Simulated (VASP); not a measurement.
# W (P1) in VASP: single point with PBEsol

Aim: the single point of W with PBEsol.

Program: VASP 6.6.1. These are calculated values, not measurements. Logs are shortened: lines on timing, memory, paths and dates and some standing lists are left out, and cuts for length are marked.

**1. The cell of the first run**

The typed cell holds 4 atoms: a = 3.998 Å, b = 3.998 Å, c = 3.998 Å, α = 90.00°, β = 90.00°, γ = 90.00°.

**2. Single point, PBEsol (atom 1 moved 0.06 Å)**

Input file INCAR:

```
SYSTEM = W
PREC = Accurate ; ENCUT = 520
EDIFF = 1E-6 ; ISMEAR = 0
SIGMA = 0.15 ; LREAL = .False.
LASPH = .True. ; NELM = 100
ALGO = Fast ; ISIF = 2
LWAVE = .False. ; LCHARG = .True.
GGA = PS ; LELF = .True.
LVHAR = .True. ; NBANDS = 36
```

Input file KPOINTS:

```
regular mesh
0
Gamma
  8 8 8
  0 0 0
```

Input file POSCAR:

```
W
1.0
    3.9979915334      0.0000000000      0.0000000000
    0.0000000000     -3.9979915334      0.0000000000
    0.0000000000      0.0000000000     -3.9979915334
W
4
Direct
    0.0080153903      0.4924479962      0.4976739624
    0.4973282032      0.0025173346      0.5007753459
    0.4973282032      0.5025173346      0.0007753459
   -0.0026717968      0.0025173346      0.0007753459
```

Potentials or basis: VASP PAW PBE potentials, release 64 (W_sv).

Command:

```
> cat potpaw_PBE.64/W_sv/POTCAR > POTCAR
> mpirun -np 1 vasp_std > vasp.out
```

OUTCAR:

```text
SYSTEM = W
   PREC = Accurate
   ENCUT = 520
   EDIFF = 1E-6
   ISMEAR = 0
   LREAL = .False.
   LASPH = .True.
   NELM = 100
   ISIF = 2
   GGA = PS

 ion  position               nearest neighbor table
   1  0.008  0.492  0.498-   2 2.77   3 2.79   4 2.79   3 2.81   4 2.81   2 2.83   2 2.83   4 2.85
                             3 2.85   4 2.86   3 2.87   2 2.89
   2  0.497  0.003  0.501-   1 2.77   1 2.83   4 2.83   3 2.83   4 2.83   3 2.83   3 2.83   3 2.83
                             4 2.83   4 2.83   1 2.83   1 2.89
   3  0.497  0.503  0.001-   1 2.79   1 2.81   4 2.83   2 2.83   2 2.83   2 2.83   4 2.83   2 2.83
                             4 2.83   4 2.83   1 2.85   1 2.87
   4  0.997  0.003  0.001-   1 2.79   1 2.81   3 2.83   2 2.83   2 2.83   3 2.83   2 2.83   3 2.83
                             2 2.83   3 2.83   1 2.85   1 2.86

  LATTYP: Found a simple cubic cell.
 ALAT       =     3.9979915334

  Lattice vectors:

 A1 = (   3.9979915334,   0.0000000000,   0.0000000000)
 A2 = (   0.0000000000,  -3.9979915334,   0.0000000000)
 A3 = (   0.0000000000,   0.0000000000,  -3.9979915334)

Analysis of symmetry for initial positions (statically):
=====================================================================
 Subroutine PRICEL returns:
 Original cell was already a primitive cell.

 Routine SETGRP: Setting up the symmetry group for a
 simple cubic supercell.

 Subroutine GETGRP returns: Found  1 space group operations
 (whereof  1 operations were pure point group operations)
 out of a pool of 48 trial point group operations.

The static configuration has the point symmetry C_1 .

Analysis of symmetry for dynamics (positions and initial velocities):
=====================================================================
 Subroutine PRICEL returns:
 Original cell was already a primitive cell.

 Routine SETGRP: Setting up the symmetry group for a
 simple cubic supercell.

 Subroutine GETGRP returns: Found  1 space group operations
 (whereof  1 operations were pure point group operations)
 out of a pool of 48 trial point group operations.

The dynamic configuration has the point symmetry C_1 .

 Subroutine INISYM returns: Found  1 space group operations
 (whereof  1 operations are pure point group operations),
 and found     1 'primitive' translations

----------------------------------------------------------------------------------------

                                     Primitive cell

[... 95 lines left out ...]
   LREAL  =      F    real-space projection
   EDIFFG = 0.1E-04   stopping-criterion for IOM
   NSW    =      0    number of steps for IOM
   IBRION =     -1    ionic relax: 0-MD 1-quasi-New 2-CG
   NFREE  =      0    steps in history (QN), initial steepest desc. (CG)
   ISIF   =      2    stress and relaxation
   ISYM   =      2    0-nonsym 1-usesym 2-fastsym
   POTIM  = 0.5000    time-step for ionic-motion
   TEBEG  =    0.0;   TEEND  =   0.0 temperature during run
   PSTRESS=    0.0 pullay stress
   NELECT =      56.0000    total number of electrons
   NUPDOWN=      -1.0000    fix difference up-down
   EMIN   =  10.00;   EMAX   =-10.00  energy-range for DOS
   EFERMI =   0.00;   METHOD = LEGACY
   ISMEAR =     0;   SIGMA  =   0.15  broadening in eV -4-tet -1-fermi 0-gaus
   EFERMI_NEDOS =   21; number of points for ismear=-14 and -15
   IALGO  =     68    algorithm
   IMIX   =      4    mixing-type and parameters
     AMIX     =   0.40;   BMIX     =  1.00
     AMIX_MAG =   1.60;   BMIX_MAG =  1.00
  volume/ion in A,a.u.               =      15.98       107.81
  Fermi-wavevector in a.u.,A,eV,Ry     =   1.566615  2.960473 33.392545  2.454283
  Thomas-Fermi vector in A             =   2.668917
   LORBIT       =      0    0 simple, 1 ext, 2 COOP (PROOUT), +10 PAW based schemes
   GGA     = PS    functional components
   LHFCALC =     F    Hartree Fock is set to
   AEXX    =    0.0000 exact exchange contribution
   IVDW    =     0    specifies the selected vdW correction
   LEPSILON=     F    determine dielectric tensor
   LRPA    =     F    only Hartree local field effects (RPA)
 non-spin polarized calculation
 RMM-DIIS sequential band-by-band and
 Gauss-broadening in eV      SIGMA  =   0.15
  energy-cutoff  :      520.00
  volume of cell :       63.90
 maximum number of plane-waves:      1750
 NGX is ok and might be reduce to    30
   NGX = 15   NGY = 15   NGZ = 15

 number of electron      55.9999993 magnetization

 Free energy of the ion-electron system (eV)
  ---------------------------------------------------
  ext. energy  EPLUGINS =         0.00000000
  ---------------------------------------------------
  free energy    TOTEN  =       -53.24159834 eV

  energy without entropy =      -53.18660734  energy(sigma->0) =      -53.21410284

 E-fermi :  10.7134     XC(G=0): -13.7047

 val. band max:       10.6873222158   @ k =   0.5000   0.0000   0.0000
 cond. band min:      10.7146134683   @ k =   0.1250   0.2500   0.2500
 fundamental gap:      0.0272912525
 Fermi energy:        10.7133821374

 k-point     1 :       0.0000    0.0000    0.0000
  band No.  band energies     occupation
      1     -62.8790      2.00000
      2     -62.7193      2.00000
      3     -62.7189      2.00000
      4     -62.7156      2.00000
      5     -27.6555      2.00000
      6     -27.6532      2.00000
[... 925 lines left out ...]
     35      14.8396      0.00000
     36      16.2024      0.00000

 [... further k-points ...]

------------------------ aborting loop because EDIFF is reached ----------------------------------------

  FORCE on cell =-STRESS in cart. coord.  units (eV):
  Direction    XX          YY          ZZ          XY          YZ          ZX
  --------------------------------------------------------------------------------------
  -------------------------------------------------------------------------------------
  Total        0.1869729      0.2031569      0.3194000     -0.1296906     -0.0380353     -0.0403378
  in kB        4.6877416      5.0935017      8.0079221     -3.2515737     -0.9536134     -1.0113407
  external PRESSURE =       5.9297218 kB  Pullay stress =       0.0000000 kB

 VOLUME and BASIS-vectors are now :
 -----------------------------------------------------------------------------
  energy-cutoff  :      520.00
  volume of cell :       63.90
      direct lattice vectors                 reciprocal lattice vectors
     3.997991533  0.000000000  0.000000000     0.250125592  0.000000000  0.000000000
     0.000000000 -3.997991533  0.000000000     0.000000000 -0.250125592  0.000000000
     0.000000000  0.000000000 -3.997991533     0.000000000  0.000000000 -0.250125592

 POSITION                                       TOTAL-FORCE (eV/Angst)
 -----------------------------------------------------------------------------------
      0.03205     -1.96880     -1.98970        -0.496877     -0.468085     -0.144042
      1.98831     -0.01006     -2.00210         0.347153      0.327371     -0.057835
      1.98831     -2.00906     -0.00310         0.345244     -0.184616      0.100975
      3.98731     -0.01006     -0.00310        -0.195521      0.325330      0.100903
 -----------------------------------------------------------------------------------
    total drift:                               -0.000151     -0.000138      0.000002

  FREE ENERGIE OF THE ION-ELECTRON SYSTEM (eV)
  ---------------------------------------------------
  free  energy   TOTEN  =       -53.2415983380 eV

  energy  without entropy=      -53.1866073414  energy(sigma->0) =      -53.21410284
```

Wall time 5.4 min (1 thread of AMD EPYC 9R14 (Zen 4), shared host); peak memory 0.45 GiB.

Results:

```
Free energy            : -53.2416 eV
Pressure               : 0.6 GPa
Largest force          : 0.698 eV/Å
Band gap on the k mesh : zero (bands 28 and 29 overlap by 2.98 eV)
```

Forces on the atoms (eV/Å):
```
W   -0.497 -0.468 -0.144
W    0.347  0.327 -0.058
W    0.345 -0.185  0.101
W   -0.196  0.325  0.101
```

Stress tensor (GPa, compression positive):
```
 0.47 -0.33 -0.10
-0.33  0.51 -0.10
-0.10 -0.10  0.80
```

Caveat: the cell differs from its parent crystal (atom 1 moved 0.06 Å); the PAW data sets were made with another functional, which shifts forces and pressure a little; spin-orbit coupling is left out, which moves the levels of the heavy elements.

The gap in the log of VASP goes by the Fermi energy; the results here count the filled bands.